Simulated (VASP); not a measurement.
# CuO (P-6m2) in VASP: settings compared, part 2 of 2

VASP 6.6.1. The steps go on from the part before.

## Step 4: Relaxation of cell and atoms, r2SCAN

This run uses another cell than the first one, of 9.64 Å³/atom.

POSCAR

```
CuO
1.0
    2.8363251100      0.0000000000      0.0000000000
   -1.4181625500      2.4563296000      0.0000000000
    0.0000000000      0.0000000000      2.7681127800
Cu O
1 1
Direct
    0.0000000000      0.0000000000      0.0000000000
    0.6666666667      0.3333333333      0.5000000000
```

INCAR.step1

```
ALGO = Normal ; EDIFF = 1E-4
ENCUT = 600 ; GGA = PE
ISMEAR = -1 ; LASPH = True
LCHARG = False ; LREAL = False
LWAVE = True ; NELM = 100
PREC = Accurate ; SIGMA = 0.05
```

INCAR.step2

```
ALGO = Normal ; EDIFF = 1E-6
EDIFFG = -0.01 ; ENCUT = 600
IBRION = 2 ; ISIF = 3
ISMEAR = -1 ; ISTART = 1
LASPH = True ; LCHARG = False
LMIXTAU = True ; LREAL = False
LWAVE = False ; METAGGA = R2SCAN
NELM = 100 ; NSW = 60
PREC = Accurate ; SIGMA = 0.05
```

KPOINTS

```
k-points
0
Gamma
  11 11 10
```

Potentials or basis: VASP PAW PBE potentials, release 64 (Cu, O).

Launch:

```
$ cat potpaw_PBE.64/Cu/POTCAR potpaw_PBE.64/O/POTCAR > POTCAR
$ cp INCAR.step1 INCAR
$ mpirun -np 1 vasp_std > vasp.out
$ cp INCAR.step2 INCAR
$ mpirun -np 1 vasp_std > vasp.out
```

OUTCAR:

```text
EDIFF = 1E-6
   EDIFFG = -0.01
   ENCUT = 600
   IBRION = 2
   ISIF = 3
   ISMEAR = -1
   ISTART = 1
   LASPH = True
   LREAL = False
   METAGGA = R2SCAN
   NELM = 100
   NSW = 60
   PREC = Accurate

 ion  position               nearest neighbor table
   1  0.000  0.000  0.000-   2 2.14   2 2.14   2 2.14   2 2.14   2 2.14   2 2.14
   2  0.667  0.333  0.500-   1 2.14   1 2.14   1 2.14   1 2.14   1 2.14   1 2.14

  LATTYP: Found a hexagonal cell.
 ALAT       =     2.8363251100
 C/A-ratio  =     0.9759504544

  Lattice vectors:

 A1 = (   2.8363251100,   0.0000000000,   0.0000000000)
 A2 = (  -1.4181625500,   2.4563296000,   0.0000000000)
 A3 = (   0.0000000000,   0.0000000000,   2.7681127800)

Analysis of symmetry for initial positions (statically):
=====================================================================
 Subroutine PRICEL returns:
 Original cell was already a primitive cell.

 Routine SETGRP: Setting up the symmetry group for a
 hexagonal supercell.

 Subroutine GETGRP returns: Found 12 space group operations
 (whereof 12 operations were pure point group operations)
 out of a pool of 24 trial point group operations.

The static configuration has the point symmetry D_3h.

[... 304 lines left out ...]

 number of electron      17.0000010 magnetization

 Free energy of the ion-electron system (eV)
  ---------------------------------------------------
  ext. energy  EPLUGINS =         0.00000000
  ---------------------------------------------------
  free energy    TOTEN  =       -17.54973992 eV

  energy without entropy =      -17.52804596  energy(sigma->0) =      -17.53889294

 E-fermi :   5.9662     XC(G=0): -13.2492

 val. band max:        5.9624302515   @ k =   0.0909   0.0909   0.5000
 cond. band min:       5.9663166975   @ k =   0.1818   0.0909   0.3000
 fundamental gap:      0.0038864460
 Fermi energy:         5.9662267380

 k-point     1 :       0.0000    0.0000    0.0000
  band No.  band energies     occupation
      1     -14.6594      2.00000
      2       1.8856      2.00000
      3       1.8857      2.00000
      4       2.5250      2.00000
      5       3.4398      2.00000
      6       4.1869      2.00000
      7       4.1870      2.00000
      8       5.7925      1.93992
      9       5.7926      1.93981
     10       7.7197      0.00000
     11      22.4783      0.00000
     12      22.9870      0.00000
[... 331 lines left out ...]
 k-point    24 :       0.1818    0.0909    0.1000
  band No.  band energies     occupation
      1     -14.0715      2.00000
      2       0.3543      2.00000
      3       1.9113      2.00000
      4       2.1059      2.00000
      5       3.0051      2.00000
      6       4.0325      2.00000
      7       4.7420      2.00000
      8       5.1511      2.00000
      9       5.4806      1.99988
     10      10.8069      0.00000
     11      18.8363      0.00000
     12      22.5205      0.00000

 [... further k-points ...]

------------------------ aborting loop because EDIFF is reached ----------------------------------------

  FORCE on cell =-STRESS in cart. coord.  units (eV):
  Direction    XX          YY          ZZ          XY          YZ          ZX
  --------------------------------------------------------------------------------------
  -------------------------------------------------------------------------------------
  Total        0.0007796      0.0007796     -0.0071366      0.0000000      0.0000000      0.0000000
  in kB        0.0669754      0.0669754     -0.6130797      0.0000000      0.0000000      0.0000000
  external PRESSURE =      -0.1597096 kB  Pullay stress =       0.0000000 kB
[... 17 lines left out ...]
  FREE ENERGIE OF THE ION-ELECTRON SYSTEM (eV)
  ---------------------------------------------------
  free  energy   TOTEN  =       -17.5497399151 eV

  energy  without entropy=      -17.5280459575  energy(sigma->0) =      -17.53889294

 reached required accuracy - stopping structural energy minimisation
```

OUTCAR.step1:

```text
EDIFF = 1E-4
   ENCUT = 600
   GGA = PE
   ISMEAR = -1
   LASPH = True
[... 582 lines left out ...]
      0.00000      0.00000      0.00000        -0.000000      0.000000      0.000000
      1.41816      0.81878      1.38406         0.000000      0.000000      0.000000
 -----------------------------------------------------------------------------------
    total drift:                                0.000000     -0.000000      0.000000

  FREE ENERGIE OF THE ION-ELECTRON SYSTEM (eV)
  ---------------------------------------------------
  free  energy   TOTEN  =        -9.1523129444 eV

  energy  without entropy=       -9.1285807722  energy(sigma->0) =       -9.14044686
```

OSZICAR.step1:

```text
N       E                     dE             d eps       ncg     rms          rms(c)
DAV:   1     0.116532716941E+03    0.11653E+03   -0.95922E+03  2392   0.242E+03
DAV:   2    -0.217590214004E+01   -0.11871E+03   -0.10897E+03  2376   0.363E+02
DAV:   3    -0.119814019952E+02   -0.98055E+01   -0.91731E+01  2812   0.116E+02
DAV:   4    -0.121713184008E+02   -0.18992E+00   -0.18923E+00  2628   0.161E+01
DAV:   5    -0.121741689879E+02   -0.28506E-02   -0.28504E-02  2928   0.197E+00    0.116E+01
DAV:   6    -0.113011126803E+02    0.87306E+00   -0.19563E+01  2992   0.153E+02    0.106E+01
DAV:   7    -0.916606958103E+01    0.21350E+01   -0.59223E+00  2868   0.121E+02    0.170E+00
DAV:   8    -0.917845000263E+01   -0.12380E-01   -0.48384E-01  2816   0.885E+00    0.109E+00
DAV:   9    -0.915456713711E+01    0.23883E-01   -0.21781E-02  4220   0.811E+00    0.423E-01
DAV:  10    -0.915234962799E+01    0.22175E-02   -0.48760E-03  3548   0.268E+00    0.155E-01
DAV:  11    -0.915233416581E+01    0.15462E-04   -0.17033E-03  2736   0.513E-01    0.503E-02
DAV:  12    -0.915231294438E+01    0.21221E-04   -0.81345E-05  1200   0.449E-01
   1 F= -.91523129E+01 E0= -.91404469E+01  d E =-.237322E-01
```

Run time: 6.9 min. Hardware: 1 thread of Intel Xeon 8259CL, shared host; peak memory 0.17 GiB.

Results:

```yaml
Free_energy: -17.5497 eV
Relaxed_volume: 9.33 Å³/atom
Relaxed_cell: a = 2.846 Å, b = 2.846 Å, c = 2.658 Å, α = 90.00°, β = 90.00°, γ = 120.00°
Space_group_after_relaxing_to_0.1_Å: P-6m2 (No. 187)
Energy_gained_by_relaxing: 19.0 meV/atom
Ionic_steps: 5
Pressure_after_relaxing: 0.0 GPa
Band_gap_on_the_k_mesh: zero (an odd number of electrons rules out a gap without spin polarisation)
```

Step by step:
```
step  energy change (eV)  largest force (eV/Å)  pressure (GPa)  volume (Å³)
   1              0.0000                0.0000           -7.23        19.29
   2             -0.0273                0.0000            6.27        18.09
   3             -0.0341                0.0000            1.65        18.44
   4             -0.0379                0.0000            0.35        18.61
   5             -0.0381                0.0000           -0.02        18.65
```

Final structure:
```
Cu O
1.0
     2.84625    0.00000    0.00000
    -1.42312    2.46492    0.00000
     0.00000    0.00000    2.65831
Cu O
1 1
Direct
  0.00000 0.00000 0.00000
  0.66667 0.33333 0.50000
```

Caveat: the PAW data sets were made with another functional, which shifts forces and pressure a little; an odd number of electrons without spin polarisation forces a metal; a magnetic or distorted state may lie lower; semilocal functionals often make such compounds metallic where correlation or magnetic order opens a gap, which also shifts bond lengths. With open d or f shells a metallic result of r2SCAN can be an artefact of self-interaction; +U or a hybrid may open a gap.

## Step 5: Single point, PBE

This run uses another cell than the first one, of 9.64 Å³/atom.

INCAR

```
PREC = Accurate ; ENCUT = 520
EDIFF = 1E-6 ; ISMEAR = -1
SIGMA = 0.05 ; LREAL = False
LASPH = True ; NELM = 80
ALGO = Normal ; ISIF = 2
LWAVE = False ; LCHARG = False
GGA = PE ; NBANDS = 16
```

KPOINTS

```
Automatic mesh
0
Gamma
  5 5 4
```

POSCAR is that of step 4.

Potentials or basis: VASP PAW PBE potentials, release 64 (Cu, O).

Launch:

```
$ cat potpaw_PBE.64/Cu/POTCAR potpaw_PBE.64/O/POTCAR > POTCAR
$ mpirun -np 1 vasp_std > vasp.out
```

OUTCAR:

```text
PREC = Accurate
   ENCUT = 520
   EDIFF = 1E-6
   ISMEAR = -1
   LREAL = False
   LASPH = True
   NELM = 80
   ISIF = 2
   GGA = PE

 ion  position               nearest neighbor table
   1  0.000  0.000  0.000-   2 2.14   2 2.14   2 2.14   2 2.14   2 2.14   2 2.14
   2  0.667  0.333  0.500-   1 2.14   1 2.14   1 2.14   1 2.14   1 2.14   1 2.14

  LATTYP: Found a hexagonal cell.
 ALAT       =     2.8363251100
 C/A-ratio  =     0.9759504544

  Lattice vectors:

 A1 = (   2.8363251100,   0.0000000000,   0.0000000000)
 A2 = (  -1.4181625500,   2.4563296000,   0.0000000000)
 A3 = (   0.0000000000,   0.0000000000,   2.7681127800)

Analysis of symmetry for initial positions (statically):
=====================================================================
 Subroutine PRICEL returns:
 Original cell was already a primitive cell.

 Routine SETGRP: Setting up the symmetry group for a
 hexagonal supercell.

 Subroutine GETGRP returns: Found 12 space group operations
 (whereof 12 operations were pure point group operations)
 out of a pool of 24 trial point group operations.

The static configuration has the point symmetry D_3h.

Analysis of symmetry for dynamics (positions and initial velocities):
=====================================================================
 Subroutine PRICEL returns:
 Original cell was already a primitive cell.

 Routine SETGRP: Setting up the symmetry group for a
 hexagonal supercell.

 Subroutine GETGRP returns: Found 12 space group operations
 (whereof 12 operations were pure point group operations)
 out of a pool of 24 trial point group operations.

The dynamic configuration has the point symmetry D_3h.

 Subroutine INISYM returns: Found 12 space group operations
 (whereof 12 operations are pure point group operations),
 and found     1 'primitive' translations

[... 101 lines left out ...]
   IALGO  =     38    algorithm
   IMIX   =      4    mixing-type and parameters
     AMIX     =   0.40;   BMIX     =  1.00
     AMIX_MAG =   1.60;   BMIX_MAG =  1.00
  volume/ion in A,a.u.               =       9.64        65.07
  Fermi-wavevector in a.u.,A,eV,Ry     =   1.569696  2.966296 33.524031  2.463947
  Thomas-Fermi vector in A             =   2.671540
   LORBIT       =      0    0 simple, 1 ext, 2 COOP (PROOUT), +10 PAW based schemes
   GGA     = PE    functional components
   LHFCALC =     F    Hartree Fock is set to
   AEXX    =    0.0000 exact exchange contribution
   IVDW    =     0    specifies the selected vdW correction
   LEPSILON=     F    determine dielectric tensor
   LRPA    =     F    only Hartree local field effects (RPA)
 non-spin polarized calculation
  energy-cutoff  :      520.00
  volume of cell :       19.29
 maximum number of plane-waves:       529
 NGX is ok and might be reduce to    24
   NGX = 11   NGY = 11   NGZ = 11

 number of electron      17.0000005 magnetization

 Free energy of the ion-electron system (eV)
  ---------------------------------------------------
  ext. energy  EPLUGINS =         0.00000000
  ---------------------------------------------------
  free energy    TOTEN  =        -9.15227582 eV

  energy without entropy =       -9.12549715  energy(sigma->0) =       -9.13888648

 E-fermi :   5.7118     XC(G=0): -12.3473

 val. band max:        5.6843916554   @ k =   0.0000   0.0000   0.2500
 cond. band min:       5.7850124507   @ k =   0.2000   0.2000   0.0000
 fundamental gap:      0.1006207954
 Fermi energy:         5.7117809934

 k-point     1 :       0.0000    0.0000    0.0000
  band No.  band energies     occupation
      1     -13.4810      2.00000
      2       2.2084      2.00000
      3       2.2084      2.00000
      4       2.5876      2.00000
      5       3.1135      2.00000
      6       4.0588      2.00000
[... 262 lines left out ...]
      3       0.1784      2.00000
      4       1.5723      2.00000
      5       3.6735      2.00000
      6       4.3064      2.00000
[... 8 lines left out ...]
     15      31.6007      0.00000
     16      32.6617      0.00000

------------------------ aborting loop because EDIFF is reached ----------------------------------------

  FORCE on cell =-STRESS in cart. coord.  units (eV):
  Direction    XX          YY          ZZ          XY          YZ          ZX
  --------------------------------------------------------------------------------------
  -------------------------------------------------------------------------------------
  Total        0.4429704      0.4429704     -0.9284798      0.0000000     -0.0000000      0.0000000
  in kB       36.8009336     36.8009336    -77.1359090      0.0000001     -0.0000000      0.0000000
  external PRESSURE =      -1.1780139 kB  Pullay stress =       0.0000000 kB

 VOLUME and BASIS-vectors are now :
 -----------------------------------------------------------------------------
  energy-cutoff  :      520.00
  volume of cell :       19.29
      direct lattice vectors                 reciprocal lattice vectors
     2.836325110  0.000000000  0.000000000     0.352568892  0.203555744  0.000000000
    -1.418162550  2.456329600  0.000000000     0.000000000  0.407111489  0.000000000
     0.000000000  0.000000000  2.768112780     0.000000000  0.000000000  0.361256957

 POSITION                                       TOTAL-FORCE (eV/Angst)
 -----------------------------------------------------------------------------------
      0.00000      0.00000      0.00000        -0.000000      0.000000      0.000000
      1.41816      0.81878      1.38406         0.000000     -0.000000      0.000000
 -----------------------------------------------------------------------------------
    total drift:                                0.000000     -0.000000      0.000000

  FREE ENERGIE OF THE ION-ELECTRON SYSTEM (eV)
  ---------------------------------------------------
  free  energy   TOTEN  =        -9.1522758164 eV

  energy  without entropy=       -9.1254971471  energy(sigma->0) =       -9.13888648
```

stdout:

```text
POSCAR found type information on POSCAR CuO
 POSCAR found :  2 types and       2 ions
 scaLAPACK will be used
 LDA part: xc-table for (Slater+PW92), standard interpolation
 POSCAR, INCAR and KPOINTS ok, starting setup
 FFT: planning ... GRIDC
 FFT: planning ... GRID_SOFT
 FFT: planning ... GRID
 WAVECAR not read
 entering main loop
```

Run time: 10 s. Hardware: 1 thread of Intel Xeon 8259CL, shared host; peak memory 0.14 GiB.

What came out:

| Item | Value |
| --- | --- |
| Free energy | -9.1523 eV |
| Pressure | -0.1 GPa |
| Band gap on the k mesh | zero (an odd number of electrons rules out a gap without spin polarisation) |

Caveat: the k points lie up to 0.57 Å⁻¹ apart, too coarse for converged energies and pressures of a metal; an odd number of electrons without spin polarisation forces a metal; a magnetic or distorted state may lie lower; semilocal functionals often make such compounds metallic where correlation or magnetic order opens a gap, which also shifts bond lengths.

## Step 6: Single point, RPBE+D3(BJ)

This run uses another cell than the first one, of 8.71 Å³/atom.

INCAR

```
PREC     = Accurate       # precision mode
ENCUT    = 520            # plane-wave cutoff, eV
EDIFF    = 1E-6           # SCF threshold, eV
ISMEAR   = -1             # smearing method
SIGMA    = 0.05           # smearing width, eV
LREAL    = F              # projectors in reciprocal space
LASPH    = T              # aspherical terms in the spheres
NELM     = 100            # most SCF steps
ALGO     = Normal         # electronic algorithm
ISIF     = 2              # what is computed and relaxed
LWAVE    = F              # write WAVECAR
LCHARG   = F              # write CHGCAR
GGA      = RP             # functional
IVDW     = 12             # dispersion correction
NBANDS   = 16             # bands
```

KPOINTS

```
Automatic mesh
0
Gamma
  11 11 10
```

POSCAR

```
CuO
1.0
    2.7554619144     -0.0000000028      0.0000000000
   -1.3777309548      2.3863000184      0.0000000000
    0.0000000000      0.0000000000      2.6501196585
Cu O
1 1
Direct
    0.0000000000      0.0000000000      0.0000000000
    0.6666666667      0.3333333333      0.5000000000
```

Potentials or basis: VASP PAW PBE potentials, release 64 (Cu, O).

Launch:

```
$ cat potpaw_PBE.64/Cu/POTCAR potpaw_PBE.64/O/POTCAR > POTCAR
$ mpirun -np 1 vasp_std > vasp.out
```

Run time: 38 s. Hardware: 1 thread of Intel Xeon 8259CL, shared host; peak memory 0.15 GiB.

Results (log left out):

```yaml
Free_energy: -10.8616 eV
Pressure: 0.5 GPa
Band_gap_on_the_k_mesh: zero (an odd number of electrons rules out a gap without spin polarisation)
Dispersion_energy_per_atom: -1.389 eV
```

Stress tensor (GPa, compression positive):
```
0.49 0.00 0.00
0.00 0.49 0.00
0.00 0.00 0.59
```

Levels at points of the mesh, in eV from the Fermi level:
```
           k point  band 7  band 8  band 9  band 10  band 11  band 12
(0.00, 0.00, 0.00)   -1.93   -0.17   -0.17     1.60    15.72    17.23
(0.00, 0.00, 0.50)   -1.61   -0.26   -0.26     7.90     8.19    22.39
```

Caveat: the dispersion term is far too large for a dense solid, which distorts pressure and volume; the PAW data sets were made with another functional, which shifts forces and pressure a little; an odd number of electrons without spin polarisation forces a metal; a magnetic or distorted state may lie lower; semilocal functionals often make such compounds metallic where correlation or magnetic order opens a gap, which also shifts bond lengths.

## Step 7: Summary

```csv
task,level,U,cell,k mesh,cutoff (eV),gap on the mesh (eV),pressure (GPa),relaxed volume (Å³/atom)
single point,r2SCAN+U,Cu d U = 5.3 eV,"a = 2.870, b = 2.870, c = 2.657 Å, angles 90.0, 90.0, 120.0°, 2 atoms",11 × 11 × 10,520,none,-6.2,-
relaxation of cell and atoms,PBEsol+U,Cu d U = 5.3 eV,"relaxed from a = 2.836, b = 2.836, c = 2.768 Å, angles 90.0, 90.0, 120.0°, 2 atoms",11 × 11 × 10,600,none,0.1,8.98
relaxation of cell and atoms,r2SCAN,-,"relaxed from a = 2.836, b = 2.836, c = 2.768 Å, angles 90.0, 90.0, 120.0°, 2 atoms",11 × 11 × 10,600,none,0.0,9.33
single point,PBE,-,"a = 2.836, b = 2.836, c = 2.768 Å, angles 90.0, 90.0, 120.0°, 2 atoms",5 × 5 × 4,520,none,-0.1,-
single point,RPBE+D3(BJ),-,"a = 2.755, b = 2.755, c = 2.650 Å, angles 90.0, 90.0, 120.0°, 2 atoms",11 × 11 × 10,520,none,0.5,-
```

Alike in all rows: potentials or basis VASP PAW PBE potentials, release 64 (Cu, O); no spin polarisation; smearing fermi-dirac 0.05 eV.

Caveats: some runs use coarse meshes; an odd number of electrons without spin polarisation forces a metal; a magnetic or distorted state may lie lower; the PAW data sets were made with another functional, which shifts forces and pressure a little (at least some runs); semilocal functionals often make such compounds metallic where correlation or magnetic order opens a gap, which also shifts bond lengths (at least some runs); U without spin polarisation on a metal has little footing (at least some runs); the cell stands under tension (at least some runs); the dispersion term is far too large for a dense solid, which distorts pressure and volume (at least some runs).

Total energies depend on the potentials used, so only differences within one code and one set of settings carry meaning.

The gap in the log of VASP goes by the Fermi energy; the results here count the filled bands.